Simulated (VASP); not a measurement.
FePt (Tetraferroplatinum), 2 atoms in the cell. Symmetry: P4mm, No. 99, tetragonal system. The conventional cell has a = 2.724 Å, b = 2.724 Å, c = 3.720 Å, α = 90.00°, β = 90.00°, γ = 90.00°. Fe (site symmetry 4mm) has 8 Pt at 2.53 to 2.84 Å and 4 Fe at 2.72 Å within 3.3 Å. Within 3.3 Å of Pt (site symmetry 4mm) lie 8 Fe at 2.53 to 2.84 Å and 4 Pt at 2.72 Å. 

- Program: VASP 6.6.1
- Task: single point
- Functional: PBE
- Potentials or basis: VASP PAW PBE potentials, release 64 (Fe, Pt)
- Cutoff: 520 eV
- k mesh: 6 × 6 × 5
- Occupations: gaussian, width 0.15 eV
- Spin: collinear spin, ferromagnetic start
- Starting moments: [3.5, 0.0] μB
- Dipole correction: no
- Further INCAR settings: ALGO = Normal; EDIFF = 1e-06; NBANDS = 20

Potentials or basis: VASP PAW PBE potentials, release 64 (Fe, Pt).

The run is started by

```sh
$ cat potpaw_PBE.64/Fe/POTCAR potpaw_PBE.64/Pt/POTCAR > POTCAR
$ mpirun -np 1 vasp_std > vasp.out
```

Hardware: 1 thread of AMD EPYC 7R13 (shared host).

Q: How long does it take, and how much memory?

A: It took 54 s on 1 thread of AMD EPYC 7R13, on a shared host, peak memory 0.13 GiB. Counts: scf iterations 14, k points 30.
